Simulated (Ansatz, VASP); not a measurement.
# Ga3Ir2 in VASP and in Ansatz

```
Ga Ir
1.0
     4.68609    0.00000    0.00000
     0.00000    4.68609    0.00000
     0.00000    0.00000    4.68609
Ga Ir
3 2
Direct
  0.00000 0.50000 0.50000
  0.50000 0.00000 0.50000
  0.50000 0.50000 0.00000
  0.50000 0.50000 0.50000
  0.00000 0.00000 0.00000
```

Alike in both runs: functional PBE; k mesh 8 × 8 × 8; occupations gaussian, width 0.1 eV; no spin polarisation.

Ansatz relaxed the structure, and its values are those at the end. VASP's run is a single point on that final structure, the one shown.

```csv
,VASP,Ansatz
version,VASP 6.6.1,Ansatz 0.2.0
potentials or method,"VASP PAW PBE potentials, release 64 (Ga_d, Ir), cutoff 520 eV","scalar-relativistic, plane waves, PAW"
valence electrons in the cell,57,73
```

|  | VASP | Ansatz | Ansatz less VASP |
| --- | --- | --- | --- |
| gap on the k mesh at the Fermi level (eV) | none | none | - |
| pressure (GPa) | 0.2 | 0.0 | -0.20 |

A gap of «none» marks a metal or a gap that the smearing closes. VASP's potentials hold 57 valence electrons a cell and Ansatz's 73, so a difference there can come from the potentials and not from the codes.

Neither program's run includes spin-orbit coupling.
